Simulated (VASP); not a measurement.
A run of VASP 6.6.1 is set up as follows.

Contents of POSCAR:

```
CaS
1.0
    0.0000000000      2.8842488341      2.8842488341
    2.8842488341      0.0000000000      2.8842488341
    2.8842488341      2.8842488341      0.0000000000
Ca S
1 1
Direct
    0.5000000000      0.5000000000      0.5000000000
    0.0000000000      0.0000000000      0.0000000000
```

INCAR.step1

```
SYSTEM = CaS
PREC = Accurate ; ENCUT = 550
ISMEAR = 0 ; SIGMA = 0.05
LREAL = .False. ; LASPH = .True.
NELM = 120 ; NBANDS = 15
GGA = PE ; ALGO = Normal
EDIFF = 1E-5 ; LWAVE = .True.
LCHARG = .False. ; GGA_COMPAT = .False.
```

The input INCAR.step2:

```
SYSTEM = CaS
PREC = Accurate ; ENCUT = 550
EDIFF = 1E-6 ; ISMEAR = 0
SIGMA = 0.05 ; LREAL = .False.
LASPH = .True. ; NELM = 120
ALGO = Normal ; ISIF = 2
LWAVE = .False. ; LCHARG = .True.
METAGGA = R2SCAN ; LMIXTAU = .True.
LELF = .True. ; LVHAR = .True.
NBANDS = 15 ; ISTART = 1
GGA_COMPAT = .False.
```

File KPOINTS:

```
Automatic mesh
0
Gamma
  8 8 8
  0 0 0
```

Potentials or basis: VASP PAW PBE potentials, release 64 (Ca_sv, S).

The run is started by

```console
$ cat potpaw_PBE.64/Ca_sv/POTCAR potpaw_PBE.64/S/POTCAR > POTCAR
$ cp INCAR.step1 INCAR
$ mpirun -np 1 vasp_std > vasp.out
$ cp INCAR.step2 INCAR
$ mpirun -np 1 vasp_std > vasp.out
```

**Question.** What does it give for the pressure?

**Answer.** -1.9 GPa.

**Question.** What does it give for the band gap on the k mesh?

**Answer.** 2.89 eV, indirect (least direct gap 3.68 eV).

Caveat: the PAW data sets were made with another functional, which shifts forces and pressure a little. A k mesh can miss the band edges.
